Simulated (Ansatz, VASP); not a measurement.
**Sr: VASP beside Ansatz**

INCAR

```
SYSTEM = Sr
PREC     = Accurate       ! precision mode
ENCUT    = 520            ! plane-wave cutoff, eV
EDIFF    = 1E-6           ! SCF threshold, eV
ISMEAR   = -1             ! smearing method
SIGMA    = 0.15           ! smearing width, eV
LREAL    = .False.        ! projectors in reciprocal space
LASPH    = .True.         ! aspherical terms in the spheres
NELM     = 60             ! most SCF steps
ALGO     = Normal         ! electronic algorithm
ISIF     = 2              ! what is computed and relaxed
LWAVE    = .False.        ! write WAVECAR
LCHARG   = .False.        ! write CHGCAR
NBANDS   = 17             ! bands
```

KPOINTS

```
regular mesh
0
Gamma
  7 7 4
  0 0 0
```

POSCAR

```
Sr
1.0
    4.3100000000      0.0000000000      0.0000000000
   -2.1550000000      3.7325694900      0.0000000000
    0.0000000000      0.0000000000      7.0500000000
Sr
2
Direct
    0.3333333333      0.6666666667      0.2500000000
    0.6550657386      0.3333333333      0.7500000000
```

Input for Ansatz:

```yaml
crystal:
  lattice:
    - [4.31, 0.0, 0.0]
    - [-2.155, 3.73256949, 0.0]
    - [0.0, 0.0, 7.05]
  atoms:
    - { symbol: Sr, position: [0.33333333333333337, 0.6666666666666667, 0.25] }
    - { symbol: Sr, position: [0.6550657385924207, 0.33333333333333337, 0.75] }
kpoints:
  mp_grid:
    grid: [7, 7, 4]
hamiltonian:
  xc: lda
scf:
  occupations:
    method: fermi_dirac
    width: 0.15
output:
  forces: true
```

Alike in both runs: task single point; functional LDA; k mesh 7 × 7 × 4; occupations fermi-dirac, width 0.15 eV; no spin polarisation.

|  | VASP | Ansatz |
| --- | --- | --- |
| version | VASP 6.6.1 | Ansatz 0.2.0 |
| potentials or method | VASP PAW LDA potentials, release 64 (Sr_sv) | plane waves, PAW |
| plane-wave cutoff (eV) | 520 | 420 |
| valence electrons in the cell | 20 | 20 |

|  | VASP | Ansatz | Ansatz less VASP |
| --- | --- | --- | --- |
| rms of the force components (eV/Å) | 0.009 | 0.009 | 0.0000 |

LDA's correlation is that of Perdew and Zunger in VASP and of Perdew and Wang (1992) in Ansatz. Atom by atom the forces differ by 0.000 eV/Å (rms over components).
